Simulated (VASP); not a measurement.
Al48N48O (a cell with a defect): single point with PBEsol

System: Al48N48O (a cell with a defect).

```
Al N O
1.0
     9.34145    0.00000    0.00000
     0.00000   10.78657    0.00000
     0.00000    0.00000    9.96706
Al N O
48 48 1
Cartesian
  1.5569 0.8989 2.4768
  1.5569 0.8989 7.4603
  0.0000 3.5955 2.4768
  0.0000 3.5955 7.4603
  4.6707 0.8989 2.4768
  4.6707 0.8989 7.4603
  3.1138 3.5955 2.4768
  3.1138 3.5955 7.4603
  1.5569 6.2922 2.4768
  1.5569 6.2922 7.4603
  0.0000 8.9888 2.4768
  0.0000 8.9888 7.4603
  7.7845 0.8989 2.4768
  7.7845 0.8989 7.4603
  6.2276 3.5955 2.4768
  6.2276 3.5955 7.4603
  4.6707 6.2922 2.4768
  4.6707 6.2922 7.4603
  3.1138 8.9888 2.4768
  3.1138 8.9888 7.4603
  7.7845 6.2922 2.4768
  7.7845 6.2922 7.4603
  6.2276 8.9888 2.4768
  6.2276 8.9888 7.4603
  0.0000 1.7978 4.9686
  0.0000 1.7978 9.9521
  3.1138 1.7978 4.9686
  3.1138 1.7978 9.9521
  1.5569 4.4944 4.9686
  1.5569 4.4944 9.9521
  0.0000 7.1911 4.9686
  0.0000 7.1911 9.9521
  6.2276 1.7978 4.9686
  6.2276 1.7978 9.9521
  4.6707 3.9817 5.1363
  4.6707 4.4944 9.9521
  3.1138 7.1911 4.9686
  3.1138 7.1911 9.9521
  1.5569 9.8877 4.9686
  1.5569 9.8877 9.9521
  7.7845 4.4944 4.9686
  7.7845 4.4944 9.9521
  6.2276 7.1911 4.9686
  6.2276 7.1911 9.9521
  4.6707 9.8877 4.9686
  4.6707 9.8877 9.9521
  7.7845 9.8877 4.9686
  7.7845 9.8877 9.9521
  0.0000 1.7978 1.8888
  0.0000 1.7978 6.8723
  3.1138 1.7978 1.8888
  3.1138 1.7978 6.8723
  1.5569 4.4944 1.8888
  1.5569 4.4944 6.8723
  0.0000 7.1911 1.8888
  0.0000 7.1911 6.8723
  6.2276 1.7978 1.8888
  6.2276 1.7978 6.8723
  4.6707 4.4944 1.8888
  4.6707 4.4944 6.8723
  3.1138 7.1911 1.8888
  3.1138 7.1911 6.8723
  1.5569 9.8877 1.8888
  1.5569 9.8877 6.8723
  7.7845 4.4944 1.8888
  7.7845 4.4944 6.8723
  6.2276 7.1911 1.8888
  6.2276 7.1911 6.8723
  4.6707 9.8877 1.8888
  4.6707 9.8877 6.8723
  7.7845 9.8877 1.8888
  7.7845 9.8877 6.8723
  1.5569 0.8989 4.3805
  1.5569 0.8989 9.3641
  0.0000 3.5955 4.3805
  0.0000 3.5955 9.3641
  4.6707 0.8989 4.3805
  4.6707 0.8989 9.3641
  3.1138 3.5955 4.3805
  3.1138 3.5955 9.3641
  1.5569 6.2922 4.3805
  1.5569 6.2922 9.3641
  0.0000 8.9888 4.3805
  0.0000 8.9888 9.3641
  7.7845 0.8989 4.3805
  7.7845 0.8989 9.3641
  6.2276 3.5955 4.3805
  6.2276 3.5955 9.3641
  4.6707 6.8048 4.2128
  4.6707 6.2922 9.3641
  3.1138 8.9888 4.3805
  3.1138 8.9888 9.3641
  7.7845 6.2922 4.3805
  7.7845 6.2922 9.3641
  6.2276 8.9888 4.3805
  6.2276 8.9888 9.3641
  4.6707 5.3933 4.6745
```

| Item | Value |
| --- | --- |
| Program | VASP 6.6.1 |
| Task | single point |
| Functional | PBEsol |
| Potentials or basis | VASP PAW PBE potentials, release 64 (Al, N, O) |
| Cutoff | 520 eV |
| k mesh | 1 × 1 × 1, shifted |
| Occupations | fermi-dirac, width 0.05 eV |
| Spin | no spin polarisation |

The pressure is 2.8 GPa. The largest force is 12.390 eV/Å and the band gap on the k mesh is 3.94 eV.

Forces in eV/Å, atoms in the order of the input:
```
Al   0.006 -0.025  0.046
Al  -0.104 -0.071  0.013
Al   0.000 -0.031  0.001
Al   0.000  0.009  0.017
Al   0.000 -0.021 -0.145
Al   0.000 -0.129  0.137
Al   0.095  0.022  0.066
Al  -0.110  0.149  0.551
Al   0.056  0.107 -0.124
Al  -0.019 -0.041  0.039
Al   0.000  0.018  0.010
Al   0.000  0.032  0.012
Al  -0.006 -0.025  0.046
Al   0.104 -0.071  0.013
Al  -0.095  0.022  0.066
Al   0.110  0.149  0.551
Al   0.000  0.122 -1.829
Al   0.000 -0.201 -0.087
Al  -0.010 -0.075  0.126
Al   0.006  0.058 -0.027
Al  -0.056  0.107 -0.124
Al   0.019 -0.041  0.039
Al   0.010 -0.075  0.126
Al  -0.006  0.058 -0.027
Al   0.000 -0.037 -0.054
Al   0.000  0.009  0.019
Al  -0.994 -0.749 -0.330
Al  -0.003  0.031  0.035
Al   0.176 -0.038  0.056
Al   0.034 -0.006 -0.015
Al   0.000  0.116  0.014
Al   0.000  0.001  0.024
Al   0.994 -0.749 -0.330
Al   0.003  0.031  0.035
Al   0.000 -5.221  2.327
Al   0.000 -0.014 -0.065
Al  -1.872  1.101  0.780
Al  -0.045 -0.012  0.128
Al   0.111 -0.019 -0.109
Al   0.001 -0.027  0.036
Al  -0.176 -0.038  0.056
Al  -0.034 -0.006 -0.015
Al   1.872  1.101  0.780
Al   0.045 -0.012  0.128
Al   0.000 -0.303 -0.022
Al   0.000 -0.019  0.025
Al  -0.111 -0.019 -0.109
Al  -0.001 -0.027  0.036
N    0.000  0.019 -0.023
N    0.000  0.017  0.020
N    0.029 -0.002 -0.013
N    0.177  0.103 -0.124
N    0.008 -0.024  0.097
N    0.014 -0.023 -0.026
N    0.000 -0.036  0.029
N    0.000 -0.013 -0.028
N   -0.029 -0.002 -0.013
N   -0.177  0.103 -0.124
N    0.000  0.142  0.052
N    0.000 -1.480  2.569
N   -0.240 -0.099 -0.376
N    0.158 -0.187 -0.193
N   -0.021  0.030 -0.058
N    0.006  0.021  0.049
N   -0.008 -0.024  0.097
N   -0.014 -0.023 -0.026
N    0.240 -0.099 -0.376
N   -0.158 -0.187 -0.193
N    0.000  0.073 -0.011
N    0.000  0.071  0.028
N    0.021  0.030 -0.058
N   -0.006  0.021  0.049
N   -0.053 -0.047  0.050
N    0.023  0.018 -0.050
N    0.000  0.071 -0.009
N    0.000  0.002  0.000
N    0.000  0.317  0.115
N    0.000  0.010 -0.056
N   -2.060 -2.434 -0.422
N   -0.098 -0.039  0.063
N    0.252 -0.127 -0.003
N   -0.017 -0.013 -0.069
N    0.000 -0.068  0.024
N    0.000 -0.004 -0.022
N    0.053 -0.047  0.050
N   -0.023  0.018 -0.050
N    2.060 -2.434 -0.422
N    0.098 -0.039  0.062
N    0.000 -1.566  0.413
N    0.000 -0.028 -0.116
N   -0.409  0.587  0.052
N    0.005  0.000 -0.053
N   -0.252 -0.127 -0.003
N    0.017 -0.013 -0.069
N    0.409  0.587  0.052
N   -0.005  0.000 -0.053
O    0.000 11.809 -3.750
```

Stress tensor (GPa, compression positive):
```
 2.11  0.00  0.00
 0.00  4.18 -0.78
 0.00 -0.78  2.16
```

Levels at points of the mesh, in eV from the valence-band top:
```
           k point  band 191  band 192  band 193  band 194  band 195  band 196  band 197  band 198  band 199  band 200
(0.25, 0.25, 0.25)     -0.78     -0.73     -0.65     -0.08      0.00      3.95      4.48      4.64      4.66      4.85
```

It took 58 min on 1 thread of Intel Xeon 8259CL, with other jobs on the host, peak memory 1.2 GiB.

Caveat: the PAW data sets were made with another functional, which shifts forces and pressure a little.
